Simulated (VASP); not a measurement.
Wanted: the native input for a VASP 6.6.1 run.

* Task: single point
* Functional: r2SCAN
* Potentials or basis: VASP PAW PBE potentials, release 64 (Zn, Au)
* Cutoff: 520 eV
* k mesh: 11 × 11 × 11
* Occupations: fermi-dirac, width 0.1 eV
* Spin: no spin polarisation
* Dipole correction: no
* Further INCAR settings: ALGO = Normal; EDIFF = 1e-07; NBANDS = 18

The system is ZnAu.

```
Zn Au
1.0
     3.14799    0.00000    0.00000
     0.00000    3.14799    0.00000
     0.00000    0.00000    3.14799
Zn Au
1 1
Cartesian
  1.5740 1.5740 1.5740
  0.0000 0.0000 0.0000
```

These files were run (other wordings do the same):

POSCAR

```
ZnAu
1.0
    3.1479927900      0.0000000000      0.0000000000
    0.0000000000      3.1479927900      0.0000000000
    0.0000000000      0.0000000000      3.1479927900
Zn Au
1 1
Direct
    0.5000000000      0.5000000000      0.5000000000
    0.0000000000      0.0000000000      0.0000000000
```

INCAR.step1

```
  PREC = Accurate
  ENCUT = 520
  ISMEAR = -1
  SIGMA = 0.1
  LREAL = False
  LASPH = True
  NELM = 80
  NBANDS = 18
  GGA = PE
  ALGO = Normal
  EDIFF = 1E-4
  LWAVE = True
  LCHARG = False
```

INCAR.step2

```
  PREC = Accurate
  ENCUT = 520
  EDIFF = 1E-7
  ISMEAR = -1
  SIGMA = 0.1
  LREAL = False
  LASPH = True
  NELM = 80
  ALGO = Normal
  ISIF = 2
  LWAVE = False
  LCHARG = True
  METAGGA = R2SCAN
  LMIXTAU = True
  LELF = True
  LVHAR = True
  NBANDS = 18
  ISTART = 1
```

KPOINTS

```
regular mesh
0
Gamma
  11 11 11
```

Potentials or basis: VASP PAW PBE potentials, release 64 (Zn, Au).

Command:

```console
$ cat potpaw_PBE.64/Zn/POTCAR potpaw_PBE.64/Au/POTCAR > POTCAR
$ cp INCAR.step1 INCAR
$ mpirun -np 1 vasp_std > vasp.out
$ cp INCAR.step2 INCAR
$ mpirun -np 1 vasp_std > vasp.out
```

It gave:

```yaml
Pressure: 0.3 GPa
Band_gap_on_the_k_mesh: zero (an odd number of electrons rules out a gap without spin polarisation)
```

Caveat: the PAW data sets were made with another functional, which shifts forces and pressure a little; spin-orbit coupling is left out, which moves the levels of the heavy elements.

It took 120 s on 1 thread of Intel Xeon 8259CL, on a shared host, peak memory 0.17 GiB.
